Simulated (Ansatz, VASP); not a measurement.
**LiCl: VASP beside Ansatz**

The input POSCAR:

```
LiCl
1.0
    0.0000000000      2.5751358841      2.5751358841
    2.5751358841      0.0000000000      2.5751358841
    2.5751358841      2.5751358841      0.0000000000
Li Cl
1 1
Direct
    0.0000000000      0.0000000000      0.0000000000
    0.5000000000      0.5000000000      0.5000000000
```

File INCAR.step1:

```
  PREC = Accurate
  ENCUT = 520
  ISMEAR = 0
  SIGMA = 0.02
  LREAL = False
  LASPH = True
  NELM = 60
  NBANDS = 12
  GGA = PE
  ALGO = Normal
  EDIFF = 1E-4
  LWAVE = True
  LCHARG = False
```

The input INCAR.step2:

```
  PREC = Accurate
  ENCUT = 520
  EDIFF = 1E-7
  ISMEAR = 0
  SIGMA = 0.02
  LREAL = False
  LASPH = True
  NELM = 60
  ALGO = Normal
  ISIF = 2
  LWAVE = False
  LCHARG = True
  METAGGA = R2SCAN
  LMIXTAU = True
  LELF = True
  LVHAR = True
  NBANDS = 12
  ISTART = 1
```

KPOINTS

```
regular mesh
0
Gamma
  8 8 8
```

Input for Ansatz:

```yaml
crystal:
  lattice:
    - [0.0, 2.5751358841, 2.5751358841]
    - [2.5751358841, 0.0, 2.5751358841]
    - [2.5751358841, 2.5751358841, 0.0]
  atoms:
    - { symbol: Li, position: [0.0, 0.0, 0.0] }
    - { symbol: Cl, position: [0.5, 0.5, 0.5] }
basis:
  ecutwfc: 500
kpoints:
  mp_grid: { grid: [8, 8, 8] }
  band_path:
    path:
      - [[0.0, 0.0, 0.0], [0.5, 0.0, 0.5], [0.625, 0.25, 0.625]]
      - [[0.375, 0.375, 0.75], [0.0, 0.0, 0.0], [0.5, 0.5, 0.5], [0.5, 0.25, 0.75], [0.5, 0.0, 0.5]]
    npoints: 14
hamiltonian:
  xc: r2scan
scf:
  occupations: { method: gaussian, width: 0.02 }
  n_extra_bands: 6
output:
  forces: true
  stress: true
  eigenvalues: true
  populations: true
  dos: { projected: true, de: 0.02, nscf_kmesh: { grid: [12, 12, 12] } }
  bader: true
  write_density: true
  write_potential: true
  elf: true
  volumetric_format: npy
```

Alike in both runs: task single point; functional r2SCAN; k mesh 8 × 8 × 8; occupations gaussian, width 0.02 eV; no spin polarisation.

```csv
,VASP,Ansatz
version,VASP 6.6.1,Ansatz 0.2.0
potentials or method,"VASP PAW PBE potentials, release 64 (Li_sv, Cl), cutoff 520 eV","scalar-relativistic, plane waves, PAW"
valence electrons in the cell,10,10
```

Ansatz gave:

* gap on the k mesh at the Fermi level (eV): 7.15
* least direct gap on the mesh (eV): 7.15

Which values does VASP return?

gap on the k mesh at the Fermi level (eV): 7.22; least direct gap on the mesh (eV): 7.22.

VASP's potentials were made for PBE, not for r2SCAN. With one functional, cell and mesh, what is left measures potentials, basis and numerics.

Noted on VASP's run: the cutoff is short for stress, so the pressure is rough.
